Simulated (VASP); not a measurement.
# O in VASP: single point with PBE

Aim: the single point of O with PBE.

Everything below comes from runs of VASP 6.6.1. Logs are shortened: lines on timing, memory, paths and dates and some standing lists are left out, and cuts for length are marked.

## 1. The cell of the first run

The cell holds a sublattice, 3 atoms: a = 3.931 Å, b = 3.931 Å, c = 6.112 Å, α = 90.00°, β = 90.00°, γ = 120.00°.

## 2. Single point, PBE, collinear spin, ferromagnetic start

Input file INCAR:

```
SYSTEM = O
PREC = Accurate
ENCUT = 520
EDIFF = 1E-6
ISMEAR = 0
SIGMA = 0.1
LREAL = .False.
LASPH = .True.
NELM = 150
ALGO = Normal
ISIF = 2
LWAVE = .False.
LCHARG = .True.
ISPIN = 2
MAGMOM = 1 1 1
LORBIT = 11
GGA = PE
LELF = .True.
LVHAR = .True.
NBANDS = 20
```

Input file KPOINTS:

```
Automatic mesh
0
Gamma
  9 9 4
  0 0 0
```

Input file POSCAR:

```
O
1.0
    3.9307778780      0.0000000000      0.0000000000
   -1.9653889390      3.4041534990      0.0000000000
    0.0000000000      0.0000000000      6.1119535200
O
3
Direct
    0.6666666700      0.3333333300      0.3541093500
    0.3333333300      0.6666666700      0.6458906500
    0.0000000000      0.0000000000      0.0000000000
```

Potentials or basis: VASP PAW PBE potentials, release 64 (O).

The run is started by

```sh
$ cat potpaw_PBE.64/O/POTCAR > POTCAR
$ mpirun -np 1 vasp_std > vasp.out
```

OUTCAR:

```text
SYSTEM = O
   PREC = Accurate
   ENCUT = 520
   EDIFF = 1E-6
   ISMEAR = 0
   LREAL = .False.
   LASPH = .True.
   NELM = 150
   ISIF = 2
   ISPIN = 2
   LORBIT = 11
   GGA = PE

 ion  position               nearest neighbor table
   1  0.667  0.333  0.354-
   2  0.333  0.667  0.646-
   3  0.000  0.000  0.000-

  LATTYP: Found a hexagonal cell.
 ALAT       =     3.9307778780
 C/A-ratio  =     1.5548966921

  Lattice vectors:

 A1 = (   3.9307778780,   0.0000000000,   0.0000000000)
 A2 = (  -1.9653889390,   3.4041534990,   0.0000000000)
 A3 = (   0.0000000000,   0.0000000000,   6.1119535200)

Analysis of symmetry for initial positions (statically):
=====================================================================
 Subroutine PRICEL returns:
 Original cell was already a primitive cell.

 Routine SETGRP: Setting up the symmetry group for a
 hexagonal supercell.

 Subroutine GETGRP returns: Found 12 space group operations
 (whereof 12 operations were pure point group operations)
 out of a pool of 24 trial point group operations.

The static configuration has the point symmetry D_3d.

Analysis of symmetry for dynamics (positions and initial velocities):
=====================================================================
 Subroutine PRICEL returns:
 Original cell was already a primitive cell.

 Routine SETGRP: Setting up the symmetry group for a
 hexagonal supercell.

 Subroutine GETGRP returns: Found 12 space group operations
 (whereof 12 operations were pure point group operations)
 out of a pool of 24 trial point group operations.

The dynamic configuration has the point symmetry D_3d.

Analysis of structural, dynamic, and magnetic symmetry:
=====================================================================
 Subroutine PRICEL returns:
 Original cell was already a primitive cell.

 Routine SETGRP: Setting up the symmetry group for a
 hexagonal supercell.

 Subroutine GETGRP returns: Found 12 space group operations
 (whereof 12 operations were pure point group operations)
 out of a pool of 24 trial point group operations.

The overall configuration has the point symmetry D_3d.

 Subroutine INISYM returns: Found 12 space group operations
 (whereof 12 operations are pure point group operations),
 and found     1 'primitive' translations

----------------------------------------------------------------------------------------

                                     Primitive cell

  volume of cell :      81.7839

  direct lattice vectors                    reciprocal lattice vectors
     3.930777878  0.000000000  0.000000000     0.254402571  0.146879393  0.000000000
    -1.965388939  3.404153499  0.000000000     0.000000000  0.293758786  0.000000000
     0.000000000  0.000000000  6.111953520     0.000000000  0.000000000  0.163613810

  length of vectors
     3.930777878  3.930777878  6.111953520     0.293758786  0.293758786  0.163613810

  position of ions in fractional coordinates (direct lattice)
     0.666666670  0.333333330  0.354109350
     0.333333330  0.666666670  0.645890650
     0.000000000  0.000000000  0.000000000

  ion indices of the primitive-cell ions
   primitive index   ion index
                 1           1
                 2           2
                 3           3

----------------------------------------------------------------------------------------

 KPOINTS: Automatic mesh

Automatic generation of k-mesh.
 Grid dimensions read from file:
 generate k-points for:    9    9    4

 Generating k-lattice:

  Cartesian coordinates                     Fractional coordinates (reciprocal lattice)
     0.028266952  0.016319933  0.000000000     0.111111111  0.000000000  0.000000000
     0.000000000  0.032639865  0.000000000     0.000000000  0.111111111  0.000000000
     0.000000000  0.000000000  0.040903452     0.000000000  0.000000000  0.250000000

  Length of vectors
     0.032639865  0.032639865  0.040903452

  Shift w.r.t. Gamma in fractional coordinates (k-lattice)
     0.000000000  0.000000000  0.000000000

 Subroutine IBZKPT returns following result:
 ===========================================

 Found     43 irreducible k-points:

 Following reciprocal coordinates:
            Coordinates               Weight
  0.000000  0.000000  0.000000      1.000000
  0.111111  0.000000  0.000000      6.000000
  0.222222  0.000000  0.000000      6.000000
  0.333333  0.000000  0.000000      6.000000
  0.444444  0.000000  0.000000      6.000000
  0.111111  0.111111  0.000000      6.000000
[... 16 lines left out ...]
  0.222222  0.111111  0.250000     12.000000
 -0.111111  0.333333  0.250000     12.000000
 [... further k-points ...]
   k-points           NKPTS =     43   k-points in BZ     NKDIM =     43   number of bands    NBANDS=     20
   number of dos      NEDOS =    301   number of ions     NIONS =      3
   total plane-waves  NPLWV =  43200
   dimension x,y,z NGX =    30 NGY =   30 NGZ =   48
   dimension x,y,z NGXF=    60 NGYF=   60 NGZF=   96
   ions per type =               3
   NGX,Y,Z   is equivalent  to a cutoff of  12.69, 12.69, 13.06 a.u.
   NGXF,Y,Z  is equivalent  to a cutoff of  25.38, 25.38, 26.11 a.u.
 SYSTEM =  O
   PREC   = accura    normal or accurate (medium, high low for compatibility)
   ISTART =      0    job   : 0-new  1-cont  2-samecut
   ICHARG =      2    charge: 1-file 2-atom 10-const
   ISPIN  =      2    spin polarized calculation?
   LNONCOLLINEAR =      F non collinear calculations
   LSORBIT =      F    spin-orbit coupling
   LASPH  =      T    aspherical Exc in radial PAW
   ENCUT  =  520.0 eV  38.22 Ry    6.18 a.u.   7.31  7.31 11.36*2*pi/ulx,y,z
   NELM   =    150;   NELMIN=  2; NELMDL= -5     # of ELM steps
   EDIFF  = 0.1E-05   stopping-criterion for ELM
   LREAL  =      F    real-space projection
   EDIFFG = 0.1E-04   stopping-criterion for IOM
   NSW    =      0    number of steps for IOM
   IBRION =     -1    ionic relax: 0-MD 1-quasi-New 2-CG
   NFREE  =      0    steps in history (QN), initial steepest desc. (CG)
   ISIF   =      2    stress and relaxation
   ISYM   =      2    0-nonsym 1-usesym 2-fastsym
   POTIM  = 0.5000    time-step for ionic-motion
   TEBEG  =    0.0;   TEEND  =   0.0 temperature during run
   PSTRESS=    0.0 pullay stress
   NELECT =      18.0000    total number of electrons
   NUPDOWN=      -1.0000    fix difference up-down
   EMIN   =  10.00;   EMAX   =-10.00  energy-range for DOS
   EFERMI =   0.00;   METHOD = LEGACY
   ISMEAR =     0;   SIGMA  =   0.10  broadening in eV -4-tet -1-fermi 0-gaus
   EFERMI_NEDOS =   21; number of points for ismear=-14 and -15
   IALGO  =     38    algorithm
   IMIX   =      4    mixing-type and parameters
     AMIX     =   0.40;   BMIX     =  1.00
     AMIX_MAG =   1.60;   BMIX_MAG =  1.00
  volume/ion in A,a.u.               =      27.26       183.97
  Fermi-wavevector in a.u.,A,eV,Ry     =   0.988424  1.867850 13.292636  0.976981
  Thomas-Fermi vector in A             =   2.119949
   LORBIT       =     11    0 simple, 1 ext, 2 COOP (PROOUT), +10 PAW based schemes
   GGA     = PE    functional components
   LHFCALC =     F    Hartree Fock is set to
   AEXX    =    0.0000 exact exchange contribution
   IVDW    =     0    specifies the selected vdW correction
   LEPSILON=     F    determine dielectric tensor
   LRPA    =     F    only Hartree local field effects (RPA)
 spin polarized calculation
 Gauss-broadening in eV      SIGMA  =   0.10
  energy-cutoff  :      520.00
  volume of cell :       81.78
 maximum number of plane-waves:      2225
 NGX is ok and might be reduce to    30
   NGX = 15   NGY = 15   NGZ = 23

 number of electron      18.0000001 magnetization       5.9999988

 Free energy of the ion-electron system (eV)
  ---------------------------------------------------
  ext. energy  EPLUGINS =         0.00000000
  ---------------------------------------------------
  free energy    TOTEN  =        -6.39568088 eV

  energy without entropy =       -6.37783521  energy(sigma->0) =       -6.38675805

 E-fermi :  -4.6797     XC(G=0):  -6.1182

 val. band max:       -4.7032616377   @ k =   0.3333   0.1111   0.0000
 cond. band min:      -4.6678657543   @ k =   0.0000   0.3333   0.2500
 fundamental gap:      0.0353958833
 Fermi energy:        -4.6796928404

 spin component 1

 k-point     1 :       0.0000    0.0000    0.0000
  band No.  band energies     occupation
      1     -23.0082      1.00000
      2     -22.7282      1.00000
      3     -22.4840      1.00000
      4      -8.1624      1.00000
      5      -8.1624      1.00000
      6      -8.0145      1.00000
[... 12 lines left out ...]
     19      11.7936      0.00000
     20      12.9445      0.00000
[... 507 lines left out ...]
 k-point    24 :      -0.1111    0.3333    0.2500
  band No.  band energies     occupation
      1     -22.8899      1.00000
      2     -22.7570      1.00000
      3     -22.5171      1.00000
      4      -8.4574      1.00000
      5      -8.3111      1.00000
      6      -8.1733      1.00000
[... 12 lines left out ...]
     19      11.0709      0.00000
     20      12.3820      0.00000

 [... further k-points ...]

 spin component 2

 k-point     1 :       0.0000    0.0000    0.0000
  band No.  band energies     occupation
      1     -19.6339      1.00000
      2     -19.2197      1.00000
      3     -19.0059      1.00000
      4      -5.3742      1.00000
      5      -5.2031      1.00000
      6      -4.2996      0.00000
[... 12 lines left out ...]
     19      12.6592      0.00000
     20      13.3967      0.00000
[... 507 lines left out ...]
 k-point    24 :      -0.1111    0.3333    0.2500
  band No.  band energies     occupation
      1     -19.4557      1.00000
      2     -19.2913      1.00000
      3     -19.0314      1.00000
      4      -5.4429      1.00000
      5      -5.3284      1.00000
      6      -4.7453      0.82309
[... 12 lines left out ...]
     19      12.0480      0.00000
     20      13.1330      0.00000

 [... further k-points ...]
[... 5 lines left out ...]
  --------------------------------------------------------------------------------------
  -------------------------------------------------------------------------------------
  Total       -1.7766932     -1.7766932     -1.9930102      0.0000000      0.0000000      0.0000000
  in kB      -34.8060988    -34.8060988    -39.0438315      0.0000000      0.0000000      0.0000000
  external PRESSURE =     -36.2186764 kB  Pullay stress =       0.0000000 kB

 VOLUME and BASIS-vectors are now :
 -----------------------------------------------------------------------------
  energy-cutoff  :      520.00
  volume of cell :       81.78
      direct lattice vectors                 reciprocal lattice vectors
     3.930777878  0.000000000  0.000000000     0.254402571  0.146879393  0.000000000
    -1.965388939  3.404153499  0.000000000     0.000000000  0.293758786  0.000000000
     0.000000000  0.000000000  6.111953520     0.000000000  0.000000000  0.163613810

 POSITION                                       TOTAL-FORCE (eV/Angst)
 -----------------------------------------------------------------------------------
      1.96539      1.13472      2.16430        -0.000000      0.000000      0.153404
     -0.00000      2.26944      3.94765         0.000000     -0.000000     -0.153404
      0.00000      0.00000      0.00000         0.000000      0.000000      0.000000
 -----------------------------------------------------------------------------------
    total drift:                               -0.000000      0.000000     -0.000000

  FREE ENERGIE OF THE ION-ELECTRON SYSTEM (eV)
  ---------------------------------------------------
  free  energy   TOTEN  =        -6.3956808826 eV

  energy  without entropy=       -6.3778352144  energy(sigma->0) =       -6.38675805

 total charge

# of ion       s       p       d       tot
------------------------------------------
    1        1.628   2.902   0.000   4.530
    2        1.628   2.902   0.000   4.530
    3        1.628   2.900   0.000   4.527
--------------------------------------------------
tot          4.883   8.704   0.000  13.586

 magnetization (x)

# of ion       s       p       d       tot
------------------------------------------
    1        0.017   1.592   0.000   1.609
    2        0.017   1.592   0.000   1.609
    3        0.017   1.593   0.000   1.610
--------------------------------------------------
tot          0.050   4.778   0.000   4.828
```

It took 3.6 min on 1 thread of Intel Xeon Platinum 8488C (Sapphire Rapids), shared host; peak memory 0.27 GiB.

What came out:

```
Free energy                                           : -6.3957 eV
Pressure                                              : -3.6 GPa
Largest force                                         : 0.153 eV/Å
Band gap on the k mesh                                : zero (filled and empty bands overlap)
Net moment                                            : 6.00 μB per cell
Site moments                                          : O +1.61 μB
Valence electrons inside the program's atomic spheres : O 4.53
```

Forces on the atoms (eV/Å):
```
O    0.000  0.000  0.153
O    0.000  0.000 -0.153
O    0.000  0.000  0.000
```

Stress tensor (GPa, compression positive):
```
-3.48  0.00  0.00
 0.00 -3.48  0.00
 0.00  0.00 -3.90
```
